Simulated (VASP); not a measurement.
Input of a VASP 6.6.1 run:

The input INCAR:

```
ALGO = Normal ; EDIFF = 1E-6
EDIFFG = -0.01 ; ENCUT = 600
GGA = PE ; IBRION = 2
ISIF = 3 ; ISMEAR = 0
LASPH = T ; LCHARG = F
LREAL = F ; LWAVE = F
NELM = 80 ; NSW = 100
PREC = Accurate ; SIGMA = 0.02
```

Contents of KPOINTS:

```
k-points
0
Gamma
  12 12 4
```

The input POSCAR:

```
Zn3Se2
1.0
    4.0669020697      0.0000000000      0.0000000000
   -2.0334510349      3.5220405071      0.0000000000
    0.0000000000      0.0000000000     10.0083926692
Zn Se
3 2
Direct
    0.0000000000      0.0000000000      0.0000000000
    0.3333333333      0.6666666667      0.5945002771
    0.6666666667      0.3333333333      0.4054997229
    0.3333333333      0.6666666667      0.3287500652
    0.6666666667      0.3333333333      0.6712499348
```

Potentials or basis: VASP PAW PBE potentials, release 64 (Zn, Se).

The run is started by

```bash
$ cat potpaw_PBE.64/Zn/POTCAR potpaw_PBE.64/Se/POTCAR > POTCAR
$ mpirun -np 1 vasp_std > vasp.out
```

Question: Estimate the relaxed cell.

Answer: a = 4.069 Å, b = 4.069 Å, c = 10.024 Å, α = 90.00°, β = 90.00°, γ = 120.00°.

Question: Predict the band gap on the k mesh.

Answer: 1.04 eV (least direct gap 1.60 eV).

Question: Predict the space group after relaxing (to 0.1 Å).

Answer: P-3m1 (No. 164).

Final structure:
```
CELL_PARAMETERS angstrom
4.06865 0.00000 0.00000
-2.03433 3.52356 0.00000
0.00000 0.00000 10.02361
ATOMIC_POSITIONS crystal
Zn 0.00000 0.00000 0.00000
Zn 0.33333 0.66667 0.59450
Zn 0.66667 0.33333 0.40550
Se 0.33333 0.66667 0.32858
Se 0.66667 0.33333 0.67142
```

A k mesh can miss the band edges.
